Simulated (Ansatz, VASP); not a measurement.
**Li2ClF: VASP beside Ansatz**

```
F Li Cl
1.0
     3.34315    0.00000    0.00000
     0.00000    3.34315    0.00000
     0.00000    0.00000    4.60128
F Li Cl
1 2 1
Direct
  0.00000 0.00000 0.00000
  0.00000 0.00000 0.50000
  0.50000 0.50000 0.00000
  0.50000 0.50000 0.50000
```

Alike in both runs: task single point; functional r2SCAN; k mesh 6 × 6 × 4; no spin polarisation.

```csv
,VASP,Ansatz
version,VASP 6.6.1,Ansatz 0.2.0
potentials or method,"VASP PAW PBE potentials, release 64 (F, Li_sv, Cl)","plane waves, PAW"
plane-wave cutoff (eV),520,500
occupations,"gaussian, width 0.01 eV",fixed
valence electrons in the cell,20,20
```

```csv
,VASP,Ansatz,Ansatz less VASP
gap on the k mesh at the Fermi level (eV),7.30,7.31,+0.008
```

VASP's potentials were made for PBE, not for r2SCAN.

Noted on VASP's run: the cutoff is short for stress, so the pressure is rough.
